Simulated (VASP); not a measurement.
Set up this calculation in VASP 6.6.1, as the native input.

```
Task                   : single point
Functional             : PBE
Potentials or basis    : VASP PAW PBE potentials, release 64 (Ge_d)
Cutoff                 : 520 eV
k mesh                 : 8 × 8 × 10
Occupations            : fermi-dirac, width 0.08 eV
Spin                   : no spin polarisation
Dipole correction      : no
Further INCAR settings : ALGO = Normal; EDIFF = 1e-06; NBANDS = 28
```

The structure of Ge lies in POSCAR:

```
Ge
1.0
    4.9309397488      0.0000000000      0.0000000000
   -2.4654698744      4.2703190870      0.0000000000
    0.0000000000      0.0000000000      2.7694347459
Ge
3
Direct
    0.0000000000      0.0000000000      0.0000000000
    0.3333333333      0.6666666667      0.5000000000
    0.6666666667      0.3333333333      0.5000000000
```

The input as run:

INCAR

```
  PREC = Accurate
  ENCUT = 520
  EDIFF = 1E-6
  ISMEAR = -1
  SIGMA = 0.08
  LREAL = F
  LASPH = T
  NELM = 80
  ALGO = Normal
  ISIF = 2
  LWAVE = F
  LCHARG = F
  GGA = PE
  NBANDS = 28
```

KPOINTS

```
regular mesh
0
Gamma
  8 8 10
```

Potentials or basis: VASP PAW PBE potentials, release 64 (Ge_d).

Command:

```bash
$ cat potpaw_PBE.64/Ge_d/POTCAR > POTCAR
$ mpirun -np 1 vasp_std > vasp.out
```

Results of the run:

```json
{
  "Pressure": "0.0 GPa",
  "Band gap on the k mesh": "zero (band 21 reaches 7.92 eV, above the bottom of band 22 at 3.30 eV)"
}
```

It took 44 s on 1 thread of Intel(R) Xeon(R) 6975P-C (Granite Rapids) (shared host), peak memory 0.22 GiB.
